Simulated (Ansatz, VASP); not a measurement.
Two plane-wave programs on WSe2

```
CELL_PARAMETERS angstrom
3.12230 0.00000 0.00000
-1.56115 2.70399 0.00000
0.00000 0.00000 18.81109
ATOMIC_POSITIONS crystal
W 0.00000 0.00000 0.00000
Se 0.33333 0.66667 0.09979
Se 0.33333 0.66667 0.90021
```

Alike in both runs: task single point; functional LDA; k mesh 12 × 12 × 2; occupations gaussian, width 0.05 eV; no spin polarisation.

|  | VASP | Ansatz |
| --- | --- | --- |
| version | VASP 6.6.1 | Ansatz 0.2.0 |
| potentials or method | VASP PAW LDA potentials, release 64 (W_sv, Se), cutoff 500 eV | scalar-relativistic, plane waves, PAW |
| valence electrons in the cell | 26 | 46 |

|  | VASP | Ansatz | Ansatz less VASP |
| --- | --- | --- | --- |
| gap on the k mesh at the Fermi level (eV) | 0.95 | 0.95 | -0.002 |
| least direct gap on the mesh (eV) | 1.34 | 1.34 | -0.001 |
| rms of the force components (eV/Å) | 1.105 | 1.141 | +0.0355 |

LDA's correlation is that of Perdew and Zunger in VASP and of Perdew and Wang (1992) in Ansatz. Atom by atom the forces differ by 0.035 eV/Å (rms over components). VASP's potentials hold 26 valence electrons a cell and Ansatz's 46, so a difference there can come from the potentials and not from the codes.

Spin-orbit coupling is off throughout.
